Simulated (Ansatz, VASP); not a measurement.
Two plane-wave programs on In

File POSCAR:

```
In
1.0
   -1.9072981498      1.9072981498      1.9072981498
    1.9072981498     -1.9072981498      1.9072981498
    1.9072981498      1.9072981498     -1.9072981498
In
1
Direct
    0.0000000000      0.0000000000      0.0000000000
```

Contents of INCAR.step1:

```
SYSTEM = In
PREC = Accurate
ENCUT = 520
EDIFF = 1E-5
ISMEAR = -1
SIGMA = 0.05
LREAL = .False.
LASPH = .True.
NELM = 100
ALGO = Normal
ISIF = 2
LWAVE = .True.
LCHARG = .False.
NBANDS = 12
GGA = PE
```

Contents of INCAR.step2:

```
SYSTEM = In
PREC = Accurate
ENCUT = 520
EDIFF = 1E-6
ISMEAR = -1
SIGMA = 0.05
LREAL = .False.
LASPH = .True.
NELM = 100
ALGO = Normal
ISIF = 2
LWAVE = .False.
LCHARG = .False.
GGA = PE
LHFCALC = .True.
AEXX = 0.25
PRECFOCK = Normal
NBANDS = 12
ISTART = 1
```

The input KPOINTS:

```
regular mesh
0
Gamma
  6 6 6
  0 0 0
```

File input.yaml:

```yaml
crystal:
  lattice:
    - [-1.9072981498, 1.9072981498, 1.9072981498]
    - [1.9072981498, -1.9072981498, 1.9072981498]
    - [1.9072981498, 1.9072981498, -1.9072981498]
  atoms:
    - { symbol: In, position: [0.0, 0.0, 0.0] }
hamiltonian:
  xc: pbe0
  pseudopotentials: { kind: paw }
kpoints:
  mp_grid: { grid: [6, 6, 6] }
scf:
  occupations: { method: fermi_dirac, width: 0.05 }
output:
  forces: true
  stress: true
  eigenvalues: true
```

Alike in both runs: task single point; functional PBE0; k mesh 6 × 6 × 6; occupations fermi-dirac, width 0.05 eV; no spin polarisation.

|  | VASP | Ansatz |
| --- | --- | --- |
| version | VASP 6.6.1 | Ansatz 0.2.0 |
| potentials or method | VASP PAW PBE potentials, release 64 (In_d) | Ansatz PAW |
| plane-wave cutoff (eV) | 520 | 420 |
| valence electrons in the cell | 13 | 13 |

Ansatz gave:

- gap on the k mesh at the Fermi level (eV): none
- pressure (GPa): -2.1

Q: What did VASP give for the same quantities?

A: gap on the k mesh at the Fermi level (eV): none; pressure (GPa): -2.3.

A gap of «none» marks a metal or a gap that the smearing closes. The functional is the same, so the differences come from potentials, cutoffs and numerics.

The k mesh is coarse, so the values compare programs but aren't converged.
